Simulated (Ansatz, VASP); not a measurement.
**One calculation of Mg, two programs**

```
Mg
1.0
     2.78303    0.00000    0.00000
     0.00000    2.78303    0.00000
     0.00000    0.00000    2.78303
Mg
1
Cartesian
  0.0000 0.0000 0.0000
```

Change from the starting cell: volume scaled by 0.78, norm-conserving files.

Alike in both runs: task single point; functional PBE; k mesh 13 × 13 × 13; occupations fermi-dirac, width 0.1 eV; no spin polarisation.

|  | VASP | Ansatz |
| --- | --- | --- |
| version | VASP 6.6.1 | Ansatz 0.2.0 |
| potentials or method | VASP PAW PBE potentials, release 64 (Mg) | norm-conserving pseudopotentials, scalar-relativistic |
| plane-wave cutoff (eV) | 520 | 1143 |
| valence electrons in the cell | 2 | 10 |

Ansatz gave:

* pressure (GPa): 9.1

Which values does VASP return?

Pressure (GPa): 9.0.

The functional is the same, so the differences come from potentials, cutoffs and numerics. VASP's potentials hold 2 valence electrons a cell and Ansatz's 10, so a difference there can come from the potentials and not from the codes.
